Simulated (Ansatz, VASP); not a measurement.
# Cr: VASP beside Ansatz

```
Cr
1.0
    -1.51356    1.51356    1.51356
     1.51356   -1.51356    1.51356
     1.51356    1.51356   -1.51356
Cr
1
Direct
  0.00000 0.00000 0.00000
```

Alike in both runs: task single point; functional LDA; k mesh 12 × 12 × 12; occupations methfessel-paxton of order 1, width 0.01 eV; collinear spin; Hubbard terms Cr d U = 5.3 eV.

```csv
,VASP,Ansatz
version,VASP 6.6.1,Ansatz 0.2.0
potentials or method,"VASP PAW LDA potentials, release 64 (Cr_pv)",Ansatz PAW
plane-wave cutoff (eV),520,420
valence electrons in the cell,12,14
```

Ansatz gave:

```
gap on the k mesh at the Fermi level (eV)                     : none
net moment per atom (μB)                                      : 4.78
size of the moment on the site where the two differ most (μB) : 4.14
```

Problem. Which values does VASP return?

Solution. gap on the k mesh at the Fermi level (eV): none; net moment per atom (μB): 4.36; size of the moment on the site where the two differ most (μB): 4.05.

The net moments are unlike, so the other rows may belong to different states. LDA's correlation is that of Perdew and Zunger in VASP and of Perdew and Wang (1992) in Ansatz. Site moments also hang on the region over which each program counts them. The programs project onto different local orbitals, so the same U acts differently, and such runs can settle in different states. A gap of «none» marks a metal or a gap that the smearing closes. VASP's potentials hold 12 valence electrons a cell and Ansatz's 14, so a difference there can come from the potentials and not from the codes.

Noted on Ansatz's run: the magnetic or orbital state may not be the lowest.
